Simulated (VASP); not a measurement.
# Ga3Sb: single point with PBE

The system is Ga3Sb.

```
Sb Ga
1.0
    -2.18721    2.18721    4.82313
     2.18721   -2.18721    4.82313
     2.18721    2.18721   -4.82313
Sb Ga
1 3
Direct
  0.00000 0.00000 0.00000
  0.50000 0.50000 0.00000
  0.25000 0.75000 0.50000
  0.75000 0.25000 0.50000
```

- Program: VASP 6.6.1
- Task: single point
- Functional: PBE
- Potentials or basis: VASP PAW PBE potentials, release 64 (Sb, Ga_d)
- Cutoff: 520 eV
- k mesh: 9 × 9 × 9
- Occupations: fermi-dirac, width 0.05 eV
- Spin: no spin polarisation

* Pressure: -2.1 GPa
* Band gap on the k mesh: zero (bands 22 and 23 overlap by 3.37 eV)

Stress tensor (GPa, compression positive):
```
-2.20  0.00  0.00
 0.00 -2.20  0.00
 0.00  0.00 -1.80
```

Levels at points of the mesh, in eV from the Fermi level:
| k point | band 18 | band 19 | band 20 | band 21 | band 22 | band 23 | band 24 | band 25 | band 26 | band 27 |
| --- | --- | --- | --- | --- | --- | --- | --- | --- | --- | --- |
| (0.00, 0.00, 0.00) | -3.61 | -3.04 | -2.00 | -1.64 | -1.64 | -0.15 | -0.15 | 1.05 | 1.35 | 4.40 |

Wall time 5.4 min on 1 thread of Intel(R) Xeon(R) Platinum 8375C CPU @ 2.90GHz (Ice Lake) (shared host), peak memory 0.43 GiB.

Caveat: spin-orbit coupling is left out, which moves the levels of the heavy elements.
